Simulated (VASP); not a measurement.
A run of VASP 6.6.1 is set up as follows.

Contents of INCAR:

```
PREC = Accurate
ENCUT = 520
EDIFF = 1E-6
ISMEAR = 0
SIGMA = 0.1
LREAL = F
LASPH = T
NELM = 100
ALGO = Normal
ISIF = 2
LWAVE = F
LCHARG = F
GGA = PE
NBANDS = 22
```

KPOINTS

```
regular mesh
0
Gamma
  6 6 6
```

File POSCAR:

```
NaF
1.0
    0.0000000000      3.2429680400      5.2300677000
    1.5652032600      0.0000000000      5.2300677000
    1.5652032600      3.2429680400      0.0000000000
Na F
2 2
Direct
    0.1826694600      0.1826694600      0.8173305400
    0.4326694600      0.4326694600      0.0673305400
    0.8173305400      0.8173305400      0.1826694600
    0.0673305400      0.0673305400      0.4326694600
```

Potentials or basis: VASP PAW PBE potentials, release 64 (Na_pv, F).

The run is started by

```console
$ cat potpaw_PBE.64/Na_pv/POTCAR potpaw_PBE.64/F/POTCAR > POTCAR
$ mpirun -np 1 vasp_std > vasp.out
```

Problem. Predict the band gap on the k mesh.

Solution. 5.91 eV.

Problem. What does it give for the pressure?

Solution. 7.5 GPa.

Problem. What does it give for the largest force?

Solution. 0.378 eV/Å.

Forces in eV/Å, atoms in the order of the input:
```
Na   0.000  0.000 -0.378
Na   0.000  0.000 -0.378
F    0.000  0.000  0.378
F    0.000  0.000  0.378
```

Caveat: the cell stands under pressure. A k mesh can miss the band edges.
